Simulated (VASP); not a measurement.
A run of VASP 6.6.1 is set up as follows.

File INCAR:

```
PREC = Accurate ; ENCUT = 520
EDIFF = 1E-6 ; ISMEAR = -1
SIGMA = 0.05 ; LREAL = False
LASPH = True ; NELM = 150
ALGO = Fast ; ISIF = 2
LWAVE = False ; LCHARG = False
ISPIN = 2 ; MAGMOM = 1 1 1 0
LORBIT = 11 ; LMAXMIX = 4
GGA = B5 ; ALDAX = 1.0
AGGAX = 1.0 ; AGGAC = 1.0
ALDAC = 0.0 ; NBANDS = 29
```

KPOINTS

```
Automatic mesh
0
Gamma
  8 8 8
```

The input POSCAR:

```
SiNi3
1.0
    3.5420000000      0.0000000000      0.0000000000
    0.0000000000      3.5420000000      0.0000000000
    0.0000000000      0.0000000000      3.5420000000
Ni Si
3 1
Direct
    0.5000000000      0.5000000000      0.0000000000
    0.5000000000      0.0000000000      0.5000000000
    0.0000000000      0.5000000000      0.5000000000
    0.0000000000      0.0000000000      0.0000000000
```

Potentials or basis: VASP PAW PBE potentials, release 64 (Ni, Si).

The run is started by

```console
$ cat potpaw_PBE.64/Ni/POTCAR potpaw_PBE.64/Si/POTCAR > POTCAR
$ mpirun -np 1 vasp_std > vasp.out
```

(1) Estimate the band gap on the k mesh.

(2) Estimate the net moment.

Results:

(1) zero (filled and empty bands overlap).

(2) 0.00 μB per cell.

Caveat: the moments typed at the start vanished in this run.
